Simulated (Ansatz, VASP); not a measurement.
**Ga in VASP and in Ansatz**

Contents of INCAR:

```
PREC = Accurate ; ENCUT = 500
EDIFF = 1E-6 ; ISMEAR = -1
SIGMA = 0.05 ; LREAL = False
LASPH = True ; NELM = 120
ALGO = Normal ; ISIF = 2
LWAVE = False ; LCHARG = True
GGA = CA ; LELF = True
LVHAR = True ; NBANDS = 20
GGA_COMPAT = False
```

Contents of KPOINTS:

```
regular mesh
0
Gamma
  10 10 8
```

File POSCAR:

```
Ga
1.0
    1.4203998576     -3.9820175319      0.0000000000
    1.4203998576      3.9820175319      0.0000000000
    0.0000000000      0.0000000000      3.1052879646
Ga
2
Direct
    0.1330000000      0.8670000000      0.7500000000
    0.8670000000      0.1330000000      0.2500000000
```

input.yaml

```yaml
crystal:
  lattice:
    - [1.4203998576, -3.9820175319, 0.0]
    - [1.4203998576, 3.9820175319, 0.0]
    - [0.0, 0.0, 3.1052879646]
  atoms:
    - { symbol: Ga, position: [0.133, 0.867, 0.75] }
    - { symbol: Ga, position: [0.867, 0.133, 0.25] }
kpoints:
  mp_grid: { grid: [10, 10, 8] }
scf:
  occupations: { method: fermi_dirac, width: 0.05 }
hamiltonian:
  xc: lda
  pseudopotentials: { kind: all_electron, lapw: { basis_error: 0.001 } }
output:
  forces: true
  stress: true
  eigenvalues: true
```

Change from the starting cell: volume scaled by 0.94.

Alike in both runs: task single point; functional LDA; k mesh 10 × 10 × 8; occupations fermi-dirac, width 0.05 eV; no spin polarisation.

```csv
,VASP,Ansatz
version,VASP 6.6.1,Ansatz 0.2.0
potentials or method,"VASP PAW LDA potentials, release 64 (Ga_d), cutoff 500 eV","all-electron LAPW, scalar-relativistic"
```

Ansatz gave:

```
gap on the k mesh at the Fermi level (eV)                     : none
pressure (GPa)                                                : -0.7
traceless stress, the component that is largest in VASP (GPa) : -2.16
rms of the force components (eV/Å)                            : 0.129
```

Q: Which values does VASP return?

A: gap on the k mesh at the Fermi level (eV): none; pressure (GPa): -0.7; traceless stress, the component that is largest in VASP (GPa): -2.19; rms of the force components (eV/Å): 0.130.

LDA's correlation is that of Perdew and Zunger in VASP and of Perdew and Wang (1992) in Ansatz. Atom by atom the forces differ by 0.002 eV/Å (rms over components). A gap of «none» marks a metal or a gap that the smearing closes. Ansatz ran all-electron here, and VASP with PAW potentials.
